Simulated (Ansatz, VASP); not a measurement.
**Sn2C3 in VASP and in Ansatz**

```
Sn C
1.0
     4.24006    0.00000    0.00000
    -2.12003    3.67200    0.00000
     0.00000    0.00000   14.40310
Sn C
4 6
Direct
  0.00000 0.00000 0.69867
  0.66667 0.33333 0.56819
  0.00000 0.00000 0.30133
  0.33333 0.66667 0.43181
  0.66667 0.00000 0.00000
  0.66667 0.66667 0.00000
  0.00000 0.66667 0.00000
  0.33333 0.33333 0.00000
  0.00000 0.33333 0.00000
  0.33333 0.00000 0.00000
```

Alike in both runs: functional PBE; k mesh 12 × 12 × 4; occupations gaussian, width 0.1 eV; no spin polarisation.

Ansatz relaxed the structure, and its values are those at the end. VASP's run is a single point on that final structure, the one shown.

|  | VASP | Ansatz |
| --- | --- | --- |
| version | VASP 6.6.1 | Ansatz 0.2.0 |
| potentials or method | VASP PAW PBE potentials, release 64 (Sn_d, C), cutoff 520 eV | scalar-relativistic, plane waves, PAW |
| valence electrons in the cell | 80 | 80 |

|  | VASP | Ansatz | Ansatz less VASP |
| --- | --- | --- | --- |
| gap on the k mesh at the Fermi level (eV) | none | none | - |
| pressure (GPa) | 0.1 | 0.0 | -0.08 |

A gap of «none» marks a metal or a gap that the smearing closes. With one functional, cell and mesh, what is left measures potentials, basis and numerics.
